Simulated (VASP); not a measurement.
# Sb (R-3m) in VASP: settings compared, part 2 of 2

VASP 6.6.1. The steps go on from the part before.

### Step 4. Single point, LDA

The input, INCAR:

```
SYSTEM = Sb
ALGO = Normal
EDIFF = 1E-6
ENCUT = 500
GGA_COMPAT = .FALSE.
ISIF = 2
ISMEAR = -1
LASPH = .TRUE.
LCHARG = .FALSE.
LREAL = .FALSE.
LWAVE = .FALSE.
NBANDS = 22
NELM = 120
PREC = Accurate
SIGMA = 0.05
```

The input, KPOINTS:

```
k-points
0
G
  8 8 8
  0 0 0
```

The input, POSCAR:

```
Sb
1.0
    2.1542000000      1.2437279499      3.7580000000
   -2.1542000000      1.2437279499      3.7580000000
    0.0000000000     -2.4874558998      3.7580000000
Sb
2
Direct
    0.7665100000      0.7665100000      0.7665100000
    0.2334900000      0.2334900000      0.2334900000
```

Potentials or basis: VASP PAW LDA potentials, release 64 (Sb_d_GW).

Run with:

```console
cat potpaw_LDA.64/Sb_d_GW/POTCAR > POTCAR
mpirun -np 1 vasp_std > vasp.out
```

OUTCAR:

```text
SYSTEM = Sb
   EDIFF = 1E-6
   ENCUT = 500
   ISIF = 2
   ISMEAR = -1
   LASPH = .TRUE.
   LREAL = .FALSE.
   NELM = 120
   PREC = Accurate

 ion  position               nearest neighbor table
   1  0.767  0.767  0.767-   2 2.91   2 2.91   2 2.91   2 3.35   2 3.35   2 3.35
   2  0.233  0.233  0.233-   1 2.91   1 2.91   1 2.91   1 3.35   1 3.35   1 3.35

  LATTYP: Found a trigonal (rhomboedric) cell.
 ALAT       =     4.5066618304
 COS(alpha) =     0.5430253624

  Lattice vectors:

 A1 = (   2.1542000000,   1.2437279499,   3.7580000000)
 A2 = (  -2.1542000000,   1.2437279499,   3.7580000000)
 A3 = (   0.0000000000,  -2.4874558998,   3.7580000000)

Analysis of symmetry for initial positions (statically):
=====================================================================
 Subroutine PRICEL returns:
 Original cell was already a primitive cell.

 Routine SETGRP: Setting up the symmetry group for a
 trigonal (rhombohedral) supercell.

 Subroutine GETGRP returns: Found 12 space group operations
 (whereof 12 operations were pure point group operations)
 out of a pool of 12 trial point group operations.

The static configuration has the point symmetry D_3d.

Analysis of symmetry for dynamics (positions and initial velocities):
=====================================================================
 Subroutine PRICEL returns:
 Original cell was already a primitive cell.

 Routine SETGRP: Setting up the symmetry group for a
 trigonal (rhombohedral) supercell.

 Subroutine GETGRP returns: Found 12 space group operations
 (whereof 12 operations were pure point group operations)
 out of a pool of 12 trial point group operations.

The dynamic configuration has the point symmetry D_3d.

 Subroutine INISYM returns: Found 12 space group operations
 (whereof 12 operations are pure point group operations),
 and found     1 'primitive' translations

----------------------------------------------------------------------------------------

                                     Primitive cell
[... 108 lines left out ...]
   IALGO  =     38    algorithm
   IMIX   =      4    mixing-type and parameters
     AMIX     =   0.40;   BMIX     =  1.00
     AMIX_MAG =   1.60;   BMIX_MAG =  1.00
  volume/ion in A,a.u.               =      30.21       203.84
  Fermi-wavevector in a.u.,A,eV,Ry     =   1.296409  2.449858 22.866996  1.680677
  Thomas-Fermi vector in A             =   2.427867
   LORBIT       =      0    0 simple, 1 ext, 2 COOP (PROOUT), +10 PAW based schemes
   GGA     = CA    functional components
   LHFCALC =     F    Hartree Fock is set to
   AEXX    =    0.0000 exact exchange contribution
   IVDW    =     0    specifies the selected vdW correction
   LEPSILON=     F    determine dielectric tensor
   LRPA    =     F    only Hartree local field effects (RPA)
 non-spin polarized calculation
  energy-cutoff  :      500.00
  volume of cell :       60.41
 maximum number of plane-waves:      1552
 NGX is ok and might be reduce to    36
   NGX = 17   NGY = 17   NGZ = 17

 number of electron      30.0000008 magnetization

 Free energy of the ion-electron system (eV)
  ---------------------------------------------------
  ext. energy  EPLUGINS =         0.00000000
  ---------------------------------------------------
  free energy    TOTEN  =        -9.64244127 eV

  energy without entropy =       -9.63955324  energy(sigma->0) =       -9.64099726

 E-fermi :   5.2113     XC(G=0): -10.1521

 val. band max:        5.1749892920   @ k =   0.3750   0.2500   0.2500
 cond. band min:       5.2155088850   @ k =   0.3750   0.1250   0.1250
 fundamental gap:      0.0405195929
 Fermi energy:         5.2113123322

 k-point     1 :       0.0000    0.0000    0.0000
  band No.  band energies     occupation
      1     -24.2040      2.00000
      2     -24.2040      2.00000
      3     -24.1124      2.00000
      4     -24.1124      2.00000
      5     -24.0885      2.00000
      6     -23.9976      2.00000
[... 589 lines left out ...]
     21      12.4682      0.00000
     22      14.2647      0.00000

 [... further k-points ...]

------------------------ aborting loop because EDIFF is reached ----------------------------------------

  FORCE on cell =-STRESS in cart. coord.  units (eV):
  Direction    XX          YY          ZZ          XY          YZ          ZX
  --------------------------------------------------------------------------------------
  -------------------------------------------------------------------------------------
  Total       -0.4089687     -0.4089687     -0.5840365      0.0000000      0.0000000      0.0000000
  in kB      -10.8462895    -10.8462895    -15.4892753      0.0000000      0.0000000      0.0000000
  external PRESSURE =     -12.3939514 kB  Pullay stress =       0.0000000 kB

 VOLUME and BASIS-vectors are now :
 -----------------------------------------------------------------------------
  energy-cutoff  :      500.00
  volume of cell :       60.41
      direct lattice vectors                 reciprocal lattice vectors
     2.154200000  1.243727950  3.758000000     0.232104726  0.134005726  0.088699663
    -2.154200000  1.243727950  3.758000000    -0.232104726  0.134005726  0.088699663
     0.000000000 -2.487455900  3.758000000     0.000000000 -0.268011452  0.088699663

 POSITION                                       TOTAL-FORCE (eV/Angst)
 -----------------------------------------------------------------------------------
      0.00000      0.00000      8.64163         0.000000      0.000000     -0.021078
      0.00000      0.00000      2.63237         0.000000     -0.000000      0.021078
 -----------------------------------------------------------------------------------
    total drift:                                0.000000     -0.000000      0.000000

  FREE ENERGIE OF THE ION-ELECTRON SYSTEM (eV)
  ---------------------------------------------------
  free  energy   TOTEN  =        -9.6424412712 eV

  energy  without entropy=       -9.6395532394  energy(sigma->0) =       -9.64099726
```

OSZICAR:

```text
N       E                     dE             d eps       ncg     rms          rms(c)
DAV:   1     0.225194560780E+03    0.22519E+03   -0.92047E+03  4056   0.134E+04
DAV:   2     0.216218431013E+02   -0.20357E+03   -0.19541E+03  5568   0.144E+03
DAV:   3    -0.825380529523E+01   -0.29876E+02   -0.29701E+02  5642   0.235E+02
DAV:   4    -0.961881976095E+01   -0.13650E+01   -0.13644E+01  4884   0.361E+01
DAV:   5    -0.966442830263E+01   -0.45609E-01   -0.45598E-01  4328   0.753E+00    0.384E+00
DAV:   6    -0.965133129189E+01    0.13097E-01   -0.51696E-02  5654   0.630E+00    0.239E+00
DAV:   7    -0.964246370889E+01    0.88676E-02   -0.10782E-02  5376   0.507E+00    0.935E-02
DAV:   8    -0.964243128786E+01    0.32421E-04   -0.96151E-04  5128   0.148E+00    0.552E-02
DAV:   9    -0.964244051403E+01   -0.92262E-05   -0.36930E-05  4844   0.388E-01    0.134E-02
DAV:  10    -0.964244127119E+01   -0.75716E-06   -0.17738E-06  2328   0.110E-01
   1 F= -.96424413E+01 E0= -.96409973E+01  d E =-.288803E-02
```

Run time: 1.7 min. Hardware: 1 thread of Intel Xeon Platinum 8259CL at 2.50GHz (Skylake/Cascade Lake), shared host; peak memory 0.22 GiB.

Results:

* Free energy: -9.6424 eV
* Pressure: -1.2 GPa
* Largest force: 0.021 eV/Å
* Band gap on the k mesh: zero (bands 15 and 16 overlap by 0.30 eV)

Forces in eV/Å, atoms in the order of the input:
```
Sb   0.000  0.000 -0.021
Sb   0.000  0.000  0.021
```

Stress tensor (GPa, compression positive):
```
-1.08  0.00  0.00
 0.00 -1.08  0.00
 0.00  0.00 -1.55
```

Caveat: spin-orbit coupling is left out, which moves the levels of the heavy elements.

### Step 5. Single point, LDA

This run uses another cell than the first one, of 29.24 Å³/atom.

The input, INCAR:

```
SYSTEM = Sb
PREC = Accurate
ENCUT = 500
EDIFF = 1E-6
ISMEAR = -1
SIGMA = 0.05
LREAL = .False.
LASPH = .True.
NELM = 120
ALGO = Normal
ISIF = 2
LWAVE = .False.
LCHARG = .False.
GGA = CA
NBANDS = 22
GGA_COMPAT = .False.
```

The input, KPOINTS:

```
Automatic mesh
0
Gamma
  8 8 8
  0 0 0
```

The input, POSCAR:

```
Sb
1.0
    2.1487186906      1.2405633145      3.6559808170
   -2.1487186906      1.2405633145      3.6559808170
    0.0000000000     -2.4811266289      3.6559808170
Sb
2
Direct
    0.7646387302      0.7646387302      0.7646387302
    0.2353612698      0.2353612698      0.2353612698
```

Run with:

```console
cat potpaw_LDA.64/Sb_d_GW/POTCAR > POTCAR
mpirun -np 1 vasp_std > vasp.out
```

It took 62 s on 1 thread of Intel Xeon Platinum 8259CL at 2.50GHz (Skylake/Cascade Lake), shared host; peak memory 0.21 GiB.

Results (log left out):

```yaml
Free_energy: -9.6515 eV
Pressure: 0.0 GPa
Largest_force: 0.019 eV/Å
Band_gap_on_the_k_mesh: zero (bands 15 and 16 overlap by 0.24 eV)
```

Forces on the atoms (eV/Å):
```
Sb   0.000  0.000 -0.019
Sb   0.000  0.000  0.019
```

Levels at points of the mesh, in eV from the Fermi level:
```csv
k point,band 12,band 13,band 14,band 15,band 16,band 17,band 18,band 19
"(0.00, 0.00, 0.00)",-4.74,-2.01,-1.90,-1.90,2.28,2.79,2.79,5.03
"(0.50, 0.00, 0.00)",-9.86,-1.85,-1.66,-0.35,-0.21,0.21,0.28,7.89
"(0.50, 0.50, 0.00)",-8.00,-5.69,-3.86,-3.84,1.54,5.08,5.51,7.17
"(0.50, 0.50, 0.50)",-9.26,-1.34,-1.34,-0.53,-0.09,-0.09,0.93,7.30
```

Caveat: spin-orbit coupling is left out, which moves the levels of the heavy elements.

### Step 6. Single point, BLYP+D3(BJ)

This run uses another cell than the first one, of 30.28 Å³/atom.

The input, INCAR:

```
AGGAC = 1.0
AGGAX = 1.0
ALDAC = 0.0
ALDAX = 1.0
ALGO = Normal
EDIFF = 1E-6
ENCUT = 500
GGA = B5
GGA_COMPAT = F
ISIF = 2
ISMEAR = -1
IVDW = 12
LASPH = T
LCHARG = F
LREAL = F
LWAVE = F
NBANDS = 22
NELM = 120
PREC = Accurate
SIGMA = 0.05
VDW_A1 = 0.4298
VDW_A2 = 4.2359
VDW_S6 = 1.0
VDW_S8 = 2.6996
```

The input, KPOINTS:

```
k-points
0
Gamma
  8 8 8
```

The input, POSCAR:

```
Sb
1.0
    2.1673117881      1.2512980443      3.7219758592
   -2.1673117881      1.2512980443      3.7219758592
    0.0000000000     -2.5025960885      3.7219758592
Sb
2
Direct
    0.7653144801      0.7653144801      0.7653144801
    0.2346855199      0.2346855199      0.2346855199
```

Potentials or basis: VASP PAW PBE potentials, release 64 (Sb_d_GW).

Run with:

```console
cat potpaw_PBE.64/Sb_d_GW/POTCAR > POTCAR
mpirun -np 1 vasp_std > vasp.out
```

OUTCAR:

```text
EDIFF = 1E-6
   ENCUT = 500
   GGA = B5
   ISIF = 2
   ISMEAR = -1
   IVDW = 12
   LASPH = T
   LREAL = F
   NELM = 120
   PREC = Accurate
 IVDW          = 12

 ion  position               nearest neighbor table
   1  0.765  0.765  0.765-   2 2.93   2 2.93   2 2.93   2 3.33   2 3.33   2 3.33
   2  0.235  0.235  0.235-   1 2.93   1 2.93   1 2.93   1 3.33   1 3.33   1 3.33

  LATTYP: Found a trigonal (rhomboedric) cell.
 ALAT       =     4.4850965964
 COS(alpha) =     0.5329867741

  Lattice vectors:
[... 789 lines left out ...]

 Edisp (eV)   -2.21600

 E8    (eV) :    -1.6799

  FORCE on cell =-STRESS in cart. coord.  units (eV):
  Direction    XX          YY          ZZ          XY          YZ          ZX
  --------------------------------------------------------------------------------------
  -------------------------------------------------------------------------------------
  Total       0.01310     0.01310    -0.00019     0.00000    -0.00000     0.00000
  in kB       0.34644     0.34644    -0.00503     0.00000    -0.00000     0.00000
  external pressure =        0.23 kB  Pullay stress =        0.00 kB

 VOLUME and BASIS-vectors are now :
 -----------------------------------------------------------------------------
  energy-cutoff  :      500.00
  volume of cell :       60.56
      direct lattice vectors                 reciprocal lattice vectors
     2.167311788  1.251298044  3.721975859     0.230700540  0.133195019  0.089558166
    -2.167311788  1.251298044  3.721975859    -0.230700540  0.133195019  0.089558166
     0.000000000 -2.502596088  3.721975859     0.000000000 -0.266390038  0.089558166

 POSITION                                       TOTAL-FORCE (eV/Angst)
 -----------------------------------------------------------------------------------
      0.00000      0.00000      8.54545         0.000000     -0.000000     -0.012437
      0.00000      0.00000      2.62048         0.000000      0.000000      0.012437
 -----------------------------------------------------------------------------------
    total drift:                                0.000000      0.000000     -0.000000

  FREE ENERGIE OF THE ION-ELECTRON SYSTEM (eV)
  ---------------------------------------------------
  free  energy   TOTEN  =        -8.9691686951 eV

  energy  without entropy=       -8.9661402442  energy(sigma->0) =       -8.96765447
```

Wall time 1.7 min (1 thread of Intel Xeon Platinum 8259CL at 2.50GHz (Skylake/Cascade Lake), shared host); peak memory 0.26 GiB.

Results:

- Free energy: -8.9692 eV
- Pressure: 0.0 GPa
- Largest force: 0.012 eV/Å
- Band gap on the k mesh: zero (bands 15 and 16 overlap by 0.24 eV)
- Dispersion energy per atom: -1.108 eV

Forces on the atoms (eV/Å):
```
Sb   0.000  0.000 -0.012
Sb   0.000  0.000  0.012
```

Caveat: the dispersion term is far too large for a dense solid, which distorts pressure and volume; the PAW data sets were made with another functional, which shifts forces and pressure a little; spin-orbit coupling is left out, which moves the levels of the heavy elements.

### Step 7. Overview

```tsv
task	level	potentials or basis	cell	cutoff (eV)	gap on the mesh (eV)	pressure (GPa)	largest force (eV/Å)
relaxation of the atoms	PBE	VASP PAW PBE potentials, release 64 (Sb)	atoms relaxed from a = 4.507 Å, angles 57.1°, 2 atoms, atomic positions A	520	none	2.1	0.01
single point	LDA	VASP PAW LDA potentials, release 64 (Sb_d_GW)	a = 4.415 Å, angles 57.1°, 2 atoms, atomic positions A	500	none	2.7	0.36
single point	LDA	VASP PAW LDA potentials, release 64 (Sb_d_GW)	a = 4.507 Å, angles 57.1°, 2 atoms, atomic positions A	500	none	-1.2	0.02
single point	LDA	VASP PAW LDA potentials, release 64 (Sb_d_GW)	a = 4.418 Å, angles 58.2°, 2 atoms, atomic positions B	500	none	0.0	0.02
single point	BLYP+D3(BJ)	VASP PAW PBE potentials, release 64 (Sb_d_GW)	a = 4.485 Å, angles 57.8°, 2 atoms, atomic positions C	500	none	0.0	0.01
```

Alike in all rows: no spin polarisation; k mesh 8 × 8 × 8; smearing fermi-dirac 0.05 eV.

Caveats: spin-orbit coupling is left out, which moves the levels of the heavy elements; the dispersion term is far too large for a dense solid, which distorts pressure and volume (at least some runs); the PAW data sets were made with another functional, which shifts forces and pressure a little (at least some runs).

Total energies depend on the potentials used, so only differences within one code and one set of settings carry meaning.

The gap in the log of VASP goes by the Fermi energy; the results here count the filled bands.